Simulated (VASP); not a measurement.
**NbAs: relaxation of cell and atoms with PBE**

NbAs:

```
CELL_PARAMETERS angstrom
4.18700 0.00000 0.00000
-2.09350 3.62605 0.00000
0.00000 0.00000 6.88893
ATOMIC_POSITIONS crystal
Nb 0.33333 0.66667 0.37313
Nb 0.66667 0.33333 0.87313
As 0.33333 0.66667 0.00000
As 0.66667 0.33333 0.50000
```

```json
{
  "Program": "VASP 6.6.1",
  "Task": "relaxation of cell and atoms",
  "Functional": "PBE",
  "Potentials or basis": "VASP PAW PBE potentials, release 64 (Nb_sv, As)",
  "Cutoff": "600 eV",
  "k mesh": "6 × 6 × 4",
  "Occupations": "gaussian, width 0.1 eV",
  "Spin": "no spin polarisation",
  "Dipole correction": "no",
  "Further INCAR settings": "ALGO = Normal; EDIFF = 1e-06; IBRION = 2; EDIFFG = -0.04; NSW = 90; ISIF = 3"
}
```

The relaxed volume is 21.06 Å³/atom. The relaxed cell is a = 3.420 Å, b = 3.420 Å, c = 8.316 Å, α = 90.00°, β = 90.00°, γ = 120.00° and the space group after relaxing (to 0.1 Å) is P6_3mc (No. 186). The energy gained by relaxing is 254.5 meV/atom and the ionic steps are 24. The pressure after relaxing is -0.1 GPa and the largest force after relaxing is 0.009 eV/Å. The band gap on the k mesh is zero (bands 18 and 19 overlap by 0.03 eV).

Forces on the atoms (eV/Å):
```
Nb   0.000  0.000 -0.009
Nb   0.000  0.000 -0.009
As   0.000  0.000  0.009
As   0.000  0.000  0.009
```

Stress tensor (GPa, compression positive):
```
-0.18  0.00  0.00
 0.00 -0.18  0.00
 0.00  0.00  0.02
```

The path:
| step | energy change (eV) | largest force (eV/Å) | pressure (GPa) | volume (Å³) |
| --- | --- | --- | --- | --- |
| 1 | 0.0000 | 0.3321 | -4.64 | 104.59 |
| 2 | -0.0116 | 0.0193 | 5.64 | 93.54 |
| 3 | -0.0972 | 0.1895 | 0.15 | 98.65 |
| 4 | -0.1136 | 0.2343 | 0.14 | 98.55 |
| 5 | -0.1861 | 0.3454 | 0.04 | 98.18 |
| 6 | -0.3846 | 0.2067 | -0.85 | 97.24 |
| 7 | -0.7065 | 0.8087 | -4.25 | 94.56 |
| 8 | -0.7151 | 1.2681 | -5.32 | 93.57 |
| 9 | -0.7162 | 1.0331 | -4.76 | 94.12 |
| 10 | -0.7179 | 1.0419 | -4.80 | 94.08 |
| 11 | -0.7227 | 1.0678 | -4.94 | 93.96 |
| 12 | -0.7308 | 1.1183 | -5.21 | 93.72 |
| 13 | -0.7410 | 1.2007 | -5.72 | 93.22 |
| 14 | -0.7338 | 1.4290 | -6.75 | 92.17 |
| 15 | -0.7415 | 1.2564 | -5.98 | 92.97 |
| 16 | -0.7562 | 1.2209 | -5.88 | 92.73 |
| 17 | -0.7982 | 1.1145 | -5.52 | 91.98 |
| 18 | -0.8721 | 0.9010 | -4.75 | 90.50 |
| 19 | -0.9760 | 0.4657 | -2.85 | 87.54 |
| 20 | -0.9906 | 0.5264 | 2.85 | 81.65 |
| 21 | -1.0173 | 0.0667 | -0.01 | 84.27 |
| 22 | -1.0173 | 0.0969 | 0.16 | 84.10 |
| 23 | -1.0176 | 0.0731 | 0.09 | 84.14 |
| 24 | -1.0178 | 0.0085 | -0.11 | 84.24 |

Final structure:
```
CELL_PARAMETERS angstrom
3.42004 0.00000 0.00000
-1.71002 2.96184 0.00000
0.00000 0.00000 8.31584
ATOMIC_POSITIONS crystal
Nb 0.33333 0.66667 0.33848
Nb 0.66667 0.33333 0.83848
As 0.33333 0.66667 0.03466
As 0.66667 0.33333 0.53466
```

Levels at points of the mesh, in eV from the Fermi level:
```tsv
k point	band 15	band 16	band 17	band 18	band 19	band 20	band 21	band 22
(0.00, 0.00, 0.00)	-0.86	-0.85	-0.85	0.06	0.59	0.59	1.16	1.16
(0.50, 0.00, 0.00)	-1.86	-1.54	-0.61	-0.24	0.34	1.34	2.06	2.63
(0.00, 0.00, 0.50)	-1.04	-1.04	-0.39	-0.39	0.83	0.83	0.83	0.83
(0.50, 0.00, 0.50)	-1.38	-1.38	-1.05	-1.05	1.10	1.10	2.60	2.60
```

Wall time 14 min on 1 thread of Intel(R) Xeon(R) Platinum 8259CL CPU @ 2.50GHz (Skylake/Cascade Lake) (shared host), peak memory 0.3 GiB.

Caveat: the volume moved by over 15 % at a fixed basis, so the end points are rough.
